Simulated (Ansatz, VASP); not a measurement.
**TaN: VASP beside Ansatz**

```
Ta N
1.0
     5.18500    0.00000    0.00000
    -2.59250    4.49034    0.00000
     0.00000    0.00000    2.99524
Ta N
3 3
Direct
  0.00000 0.00000 0.00000
  0.33333 0.66667 0.50000
  0.66667 0.33333 0.50000
  0.50000 0.00000 0.00000
  0.50000 0.50000 0.00000
  0.00000 0.50000 0.00000
```

Change from the starting cell: zz strain of +3 %.

Alike in both runs: task single point; functional LDA; k mesh 5 × 5 × 8; occupations fermi-dirac, width 0.03 eV; no spin polarisation.

```csv
,VASP,Ansatz
version,VASP 6.6.1,Ansatz 0.2.0
potentials or method,"VASP PAW LDA potentials, release 64 (Ta_pv, N), cutoff 520 eV","all-electron LAPW, scalar-relativistic"
```

```csv
,VASP,Ansatz,Ansatz less VASP
pressure (GPa),-14.1,-15.5,-1.43
"traceless stress, the component that is largest in VASP (GPa)",-11.24,-11.71,-0.474
```

LDA's correlation is that of Perdew and Zunger in VASP and of Perdew and Wang (1992) in Ansatz. Ansatz ran all-electron here, and VASP with PAW potentials.

Neither program's run includes spin-orbit coupling.
